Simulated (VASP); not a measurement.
# Al (Pm-3m) in VASP: a series of runs, part 2 of 2

VASP 6.6.1.

## (3) Single point, PBEsol (volume scaled by 0.65)

INCAR

```
SYSTEM = Al
PREC     = Accurate       ! precision mode
ENCUT    = 520            ! plane-wave cutoff, eV
EDIFF    = 1E-7           ! SCF threshold, eV
ISMEAR   = -1             ! smearing method
SIGMA    = 0.08           ! smearing width, eV
LREAL    = .FALSE.        ! projectors in reciprocal space
LASPH    = .TRUE.         ! aspherical terms in the spheres
NELM     = 100            ! most SCF steps
ALGO     = Normal         ! electronic algorithm
ISIF     = 2              ! what is computed and relaxed
LWAVE    = .FALSE.        ! write WAVECAR
LCHARG   = .FALSE.        ! write CHGCAR
GGA      = PS             ! functional
NBANDS   = 8              ! bands
```

KPOINTS

```
Automatic mesh
0
G
  16 16 16
  0 0 0
```

POSCAR

```
Al
1.0
    2.3403288338      0.0000000000      0.0000000000
    0.0000000000      2.3403288338      0.0000000000
    0.0000000000      0.0000000000      2.3403288338
Al
1
Direct
    0.0000000000      0.0000000000      0.0000000000
```

Potentials or basis: VASP PAW PBE potentials, release 64 (Al).

Launch:

```console
$ cat potpaw_PBE.64/Al/POTCAR > POTCAR
$ mpirun -np 1 vasp_std > vasp.out
```

It took 15 s on 1 thread of AMD EPYC 7R43 (Zen 3), shared host; peak memory 0.09 GiB.

It converged, with:

```yaml
Free_energy: -2.7364 eV
Pressure: 63.2 GPa
```

Levels at points of the mesh, in eV from the Fermi level:
```tsv
k point	band 1	band 2	band 3	band 4
(0.00, 0.00, 0.00)	-12.56	9.12	9.12	13.05
(0.50, 0.00, 0.00)	-6.10	-5.95	12.73	17.47
(0.50, 0.50, 0.00)	-0.67	-0.67	0.92	1.68
(0.50, 0.50, 0.50)	4.76	4.76	4.76	5.64
```

Caveat: the PAW data sets were made with another functional, which shifts forces and pressure a little.

## (4) Single point, PBEsol (volume scaled by 0.75)

INCAR

```
PREC = Accurate
ENCUT = 520
EDIFF = 1E-6
ISMEAR = -1
SIGMA = 0.08
LREAL = False
LASPH = True
NELM = 80
ALGO = Normal
ISIF = 2
LWAVE = False
LCHARG = True
GGA = PS
LELF = True
LVHAR = True
NBANDS = 8
```

KPOINTS

```
regular mesh
0
Gamma
  16 16 16
```

POSCAR

```
Al
1.0
    2.4546685157      0.0000000000      0.0000000000
    0.0000000000      2.4546685157      0.0000000000
    0.0000000000      0.0000000000      2.4546685157
Al
1
Direct
    0.0000000000      0.0000000000      0.0000000000
```

Launch:

```console
$ cat potpaw_PBE.64/Al/POTCAR > POTCAR
$ mpirun -np 1 vasp_std > vasp.out
```

Wall time 12 s (1 thread of AMD EPYC 7R43 (Zen 3), shared host); peak memory 0.09 GiB.

The run converged. Its results:

```yaml
Free_energy: -3.3042 eV
Pressure: 32.0 GPa
```

Levels at points of the mesh, in eV from the Fermi level:
| k point | band 1 | band 2 | band 3 | band 4 | band 5 | band 6 |
| --- | --- | --- | --- | --- | --- | --- |
| (0.00, 0.00, 0.00) | -11.50 | 8.78 | 8.78 | 11.69 | 11.69 | 11.69 |
| (0.50, 0.00, 0.00) | -5.68 | -5.40 | 12.02 | 16.37 | 16.37 | 16.72 |
| (0.50, 0.50, 0.00) | -0.63 | -0.63 | 1.01 | 1.41 | 19.68 | 19.68 |
| (0.50, 0.50, 0.50) | 4.06 | 4.06 | 4.06 | 5.67 | 5.67 | 5.67 |

Caveat: the PAW data sets were made with another functional, which shifts forces and pressure a little.

## (5) Single point, PBEsol (volume scaled by 0.85)

INCAR

```
SYSTEM = Al
PREC = Accurate ; ENCUT = 520
EDIFF = 1E-7 ; ISMEAR = -1
SIGMA = 0.08 ; LREAL = .False.
LASPH = .True. ; NELM = 80
ALGO = Normal ; ISIF = 2
LWAVE = .False. ; LCHARG = .False.
GGA = PS ; NBANDS = 8
```

KPOINTS

```
regular mesh
0
Gamma
  16 16 16
  0 0 0
```

POSCAR

```
Al
1.0
    2.5592462348      0.0000000000      0.0000000000
    0.0000000000      2.5592462348      0.0000000000
    0.0000000000      0.0000000000      2.5592462348
Al
1
Direct
    0.0000000000      0.0000000000      0.0000000000
```

Launch:

```console
$ cat potpaw_PBE.64/Al/POTCAR > POTCAR
$ mpirun -np 1 vasp_std > vasp.out
```

It took 16 s on 1 thread of AMD EPYC 7R43 (Zen 3), shared host; peak memory 0.09 GiB.

The run converged. Its results:

- Free energy: -3.5781 eV
- Pressure: 14.1 GPa

Levels at points of the mesh, in eV from the Fermi level:
```tsv
k point	band 1	band 2	band 3	band 4
(0.00, 0.00, 0.00)	-10.66	8.46	8.46	10.59
(0.50, 0.00, 0.00)	-5.47	-4.83	11.41	14.96
(0.50, 0.50, 0.00)	-0.60	-0.60	0.46	1.76
(0.50, 0.50, 0.50)	3.54	3.54	3.54	5.65
```

Caveat: the PAW data sets were made with another functional, which shifts forces and pressure a little.

## (6) Single point, PBEsol (volume scaled by 0.85)

INCAR

```
  PREC = Accurate
  ENCUT = 520
  EDIFF = 1E-7
  ISMEAR = -1
  SIGMA = 0.08
  LREAL = F
  LASPH = T
  NELM = 100
  ALGO = Normal
  ISIF = 2
  LWAVE = F
  LCHARG = F
  GGA = PS
  NBANDS = 8
```

KPOINTS

```
Automatic mesh
0
Gamma
  16 16 16
```

POSCAR is that of step 5.

Potentials or basis: VASP PAW PBE potentials, release 64 (Al).

Launch:

```console
$ cat potpaw_PBE.64/Al/POTCAR > POTCAR
$ mpirun -np 1 vasp_std > vasp.out
```

OUTCAR:

```text
PREC = Accurate
   ENCUT = 520
   EDIFF = 1E-7
   ISMEAR = -1
   LREAL = F
   LASPH = T
   NELM = 100
   ISIF = 2
   GGA = PS

 ion  position               nearest neighbor table
   1  0.000  0.000  0.000-

  LATTYP: Found a simple cubic cell.
 ALAT       =     2.5592462348

  Lattice vectors:

 A1 = (   2.5592462348,   0.0000000000,   0.0000000000)
 A2 = (   0.0000000000,   2.5592462348,   0.0000000000)
 A3 = (   0.0000000000,   0.0000000000,   2.5592462348)

Analysis of symmetry for initial positions (statically):
=====================================================================
 Subroutine PRICEL returns:
 Original cell was already a primitive cell.

 Routine SETGRP: Setting up the symmetry group for a
 simple cubic supercell.

 Subroutine GETGRP returns: Found 48 space group operations
 (whereof 48 operations were pure point group operations)
 out of a pool of 48 trial point group operations.

The static configuration has the point symmetry O_h .

Analysis of symmetry for dynamics (positions and initial velocities):
=====================================================================
 Subroutine PRICEL returns:
[... 152 lines left out ...]

  energy without entropy =       -3.56876921  energy(sigma->0) =       -3.57342202

 E-fermi :   7.3141     XC(G=0): -10.1510

 val. band max:        7.2737651326   @ k =   0.5000   0.3750   0.3125
 cond. band min:       7.3372443315   @ k =   0.3750   0.3750   0.0000
 fundamental gap:      0.0634791989
 Fermi energy:         7.3141420601

 k-point     1 :       0.0000    0.0000    0.0000
  band No.  band energies     occupation
      1      -3.3414      2.00000
      2      15.7772      0.00000
      3      15.7772      0.00000
      4      17.9063      0.00000
      5      17.9063      0.00000
      6      17.9063      0.00000
      7      25.0874      0.00000
      8      33.9628      0.00000
[... 243 lines left out ...]
 k-point    24 :       0.5000    0.1250    0.0000
  band No.  band energies     occupation
      1       2.1928      2.00000
      2       2.8025      2.00000
      3      16.6685      0.00000
      4      18.9740      0.00000
      5      22.5185      0.00000
      6      23.0621      0.00000
      7      23.5173      0.00000
      8      25.9977      0.00000

 [... further k-points ...]
[... 5 lines left out ...]
  --------------------------------------------------------------------------------------
  -------------------------------------------------------------------------------------
  Total        1.4741923      1.4741923      1.4741923      0.0000000      0.0000000     -0.0000000
  in kB      140.9056790    140.9056790    140.9056790      0.0000000      0.0000000     -0.0000000
  external PRESSURE =     140.9056790 kB  Pullay stress =       0.0000000 kB

 VOLUME and BASIS-vectors are now :
 -----------------------------------------------------------------------------
  energy-cutoff  :      520.00
  volume of cell :       16.76
      direct lattice vectors                 reciprocal lattice vectors
     2.559246235  0.000000000  0.000000000     0.390740049  0.000000000  0.000000000
     0.000000000  2.559246235  0.000000000     0.000000000  0.390740049  0.000000000
     0.000000000  0.000000000  2.559246235     0.000000000  0.000000000  0.390740049

 POSITION                                       TOTAL-FORCE (eV/Angst)
 -----------------------------------------------------------------------------------
      0.00000      0.00000      0.00000         0.000000      0.000000      0.000000
 -----------------------------------------------------------------------------------
    total drift:                               -0.000000     -0.000000     -0.000000

  FREE ENERGIE OF THE ION-ELECTRON SYSTEM (eV)
  ---------------------------------------------------
  free  energy   TOTEN  =        -3.5780748327 eV

  energy  without entropy=       -3.5687692059  energy(sigma->0) =       -3.57342202
```

OSZICAR:

```text
N       E                     dE             d eps       ncg     rms          rms(c)
DAV:   1    -0.203869902457E+01   -0.20387E+01   -0.89904E+02  2664   0.209E+02
DAV:   2    -0.358406138378E+01   -0.15454E+01   -0.14851E+01  3432   0.192E+01
DAV:   3    -0.359335545927E+01   -0.92941E-02   -0.92874E-02  3344   0.169E+00
DAV:   4    -0.359338437901E+01   -0.28920E-04   -0.28920E-04  3784   0.801E-02
DAV:   5    -0.359338454844E+01   -0.16943E-06   -0.16872E-06  3320   0.394E-03    0.139E+00
DAV:   6    -0.358404860677E+01    0.93359E-02   -0.13052E-03  3328   0.131E-01    0.782E-01
DAV:   7    -0.357808809250E+01    0.59605E-02   -0.32473E-03  3456   0.207E-01    0.153E-01
DAV:   8    -0.357807484982E+01    0.13243E-04   -0.24173E-05  3912   0.322E-02    0.437E-02
DAV:   9    -0.357807483267E+01    0.17151E-07   -0.42790E-07  3352   0.286E-03
   1 F= -.35780748E+01 E0= -.35734220E+01  d E =-.930563E-02
```

Run time: 17 s. Hardware: 1 thread of AMD EPYC 7R43 (Zen 3), shared host; peak memory 0.09 GiB.

Results:

```
Free energy : -3.5781 eV
Pressure    : 14.1 GPa
```

Caveat: the PAW data sets were made with another functional, which shifts forces and pressure a little.

## (7) Overview

```tsv
cell	gap on the mesh (eV)	pressure (GPa)
a = 2.214 Å, 1 atom	none	120.2
a = 2.340 Å, 1 atom	none	63.2
a = 2.455 Å, 1 atom	none	32.0
a = 2.559 Å, 1 atom	none	14.1
```

Alike in all rows: task single point; level PBEsol; potentials or basis VASP PAW PBE potentials, release 64 (Al); no spin polarisation; k mesh 16 × 16 × 16; cutoff (eV) 520; smearing fermi-dirac 0.08 eV.

Caveats: the PAW data sets were made with another functional, which shifts forces and pressure a little.

Total energies depend on the potentials used, so only differences within one code and one set of settings carry meaning.
